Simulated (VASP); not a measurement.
Set up this calculation in VASP 6.6.1, as the native input.

```yaml
Task: single point
Functional: PBE
Potentials_or_basis: VASP PAW PBE potentials, release 64 (Ca_sv, Ti_sv, Se)
Cutoff: 520 eV
k_mesh: 8 × 8 × 8
Occupations: gaussian, width 0.1 eV
Spin: no spin polarisation
Dipole_correction: no
Further_INCAR_settings: ALGO = Normal; EDIFF = 1e-06; NBANDS = 28
```

The structure of CaTiSe3 lies in POSCAR:

```
CaTiSe3
1.0
    4.9907830974      0.0000000000      0.0000000000
    0.0000000000      4.9907830974      0.0000000000
    0.0000000000      0.0000000000      4.9907830974
Ca Ti Se
1 1 3
Direct
    0.5000000000      0.5000000000      0.5000000000
    0.0000000000      0.0000000000      0.0000000000
    0.5000000000      0.0000000000      0.0000000000
    0.0000000000      0.5000000000      0.0000000000
    0.0000000000      0.0000000000      0.5000000000
```

The input as run:

INCAR

```
PREC = Accurate
ENCUT = 520
EDIFF = 1E-6
ISMEAR = 0
SIGMA = 0.1
LREAL = False
LASPH = True
NELM = 80
ALGO = Normal
ISIF = 2
LWAVE = False
LCHARG = False
GGA = PE
NBANDS = 28
```

KPOINTS

```
regular mesh
0
Gamma
  8 8 8
```

Potentials or basis: VASP PAW PBE potentials, release 64 (Ca_sv, Ti_sv, Se).

Launch:

```sh
$ cat potpaw_PBE.64/Ca_sv/POTCAR potpaw_PBE.64/Ti_sv/POTCAR potpaw_PBE.64/Se/POTCAR > POTCAR
$ mpirun -np 1 vasp_std > vasp.out
```

Results of the run:

* Pressure: 0.1 GPa
* Band gap on the k mesh: zero (bands 20 and 21 overlap by 0.62 eV)

It took 7.5 min on 1 thread of AMD EPYC 7571 (shared host), peak memory 0.29 GiB.
